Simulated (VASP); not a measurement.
Set up this calculation in VASP 6.6.1, as the native input.

```yaml
Task: single point
Functional: LDA
Potentials_or_basis: VASP PAW LDA potentials, release 64 (Ba_sv, Ti_sv, O_h)
Cutoff: 1340 eV
k_mesh: 6 × 6 × 6
Occupations: gaussian, width 0.01 eV
Spin: no spin polarisation
Dipole_correction: no
Further_INCAR_settings: ALGO = Normal; EDIFF = 1e-06; NBANDS = 28
```

The structure of BaTiO3 lies in POSCAR:

```
BaTiO3
1.0
    3.9940959787      0.0000000000      0.0000000000
    0.0000000000      3.9940959787      0.0000000000
    0.0000000000      0.0000000000      3.9940959787
Ba Ti O
1 1 3
Direct
    0.5000000000      0.5000000000      0.5000000000
    0.0000000000      0.0000000000      0.0000000000
    0.5000000000      0.0000000000      0.0000000000
    0.0000000000      0.5000000000      0.0000000000
    0.0000000000      0.0000000000      0.5000000000
```

These files were run (other wordings do the same):

INCAR

```
PREC = Accurate ; ENCUT = 1340
EDIFF = 1E-6 ; ISMEAR = 0
SIGMA = 0.01 ; LREAL = F
LASPH = T ; NELM = 120
ALGO = Normal ; ISIF = 2
LWAVE = F ; LCHARG = T
GGA = CA ; LELF = T
LVHAR = T ; NBANDS = 28
GGA_COMPAT = F
```

KPOINTS

```
Automatic mesh
0
Gamma
  6 6 6
```

Potentials or basis: VASP PAW LDA potentials, release 64 (Ba_sv, Ti_sv, O_h).

Launch:

```bash
$ cat potpaw_LDA.64/Ba_sv/POTCAR potpaw_LDA.64/Ti_sv/POTCAR potpaw_LDA.64/O_h/POTCAR > POTCAR
$ mpirun -np 1 vasp_std > vasp.out
```

It gave:

```yaml
Pressure: -6.3 GPa
Band_gap_on_the_k_mesh: 1.67 eV (least direct gap 1.81 eV)
```

Caveat: the cell stands under tension; spin-orbit coupling is left out, which moves the levels of the heavy elements.

Run time: 2.4 min on 1 thread of AMD EPYC 7R43 64-Core Processor (Zen 3) (shared host), peak memory 0.34 GiB.
